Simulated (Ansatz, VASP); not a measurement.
# BN: VASP beside Ansatz

```
B N
1.0
     3.45892    0.06316   -0.02653
    -0.06316   -3.53249    0.01883
     0.02653    0.01883   -3.34522
B N
4 4
Direct
  0.00408 0.99487 0.98847
  0.51024 0.54146 0.01946
  0.50583 0.95906 0.52651
  0.97485 0.49952 0.53123
  0.76193 0.73578 0.71123
  0.21556 0.28402 0.75443
  0.22947 0.73041 0.21065
  0.79803 0.25488 0.25802
```

Change from the starting cell: all atoms moved at random (sigma 0.1 Å a component), cell strained at random (sigma 0.03).

Alike in both runs: task single point; functional r2SCAN; k mesh 6 × 6 × 6; occupations gaussian, width 0.05 eV; no spin polarisation.

|  | VASP | Ansatz |
| --- | --- | --- |
| version | VASP 6.6.1 | Ansatz 0.2.0 |
| potentials or method | VASP PAW PBE potentials, release 64 (B, N), cutoff 520 eV | scalar-relativistic, plane waves, PAW |
| valence electrons in the cell | 32 | 32 |

Ansatz gave:

| Item | Value |
| --- | --- |
| gap on the k mesh at the Fermi level (eV) | 2.16 |
| least direct gap on the mesh (eV) | 2.16 |
| pressure (GPa) | 99.1 |
| traceless stress, the component that is largest in VASP (GPa) | 16.70 |
| rms of the force components (eV/Å) | 5.511 |

**Question.** What did VASP give for the same quantities?

**Answer.** gap on the k mesh at the Fermi level (eV): 2.15; least direct gap on the mesh (eV): 2.15; pressure (GPa): 100.5; traceless stress, the component that is largest in VASP (GPa): 16.72; rms of the force components (eV/Å): 5.514.

VASP's potentials were made for PBE, not for r2SCAN. Atom by atom the forces differ by 0.020 eV/Å (rms over components). Both programs put the cell under a high pressure, so it lies far from rest at this level. The functional is the same, so the differences come from potentials, cutoffs and numerics.

Noted on VASP's run: the cell as given lies far from equilibrium.
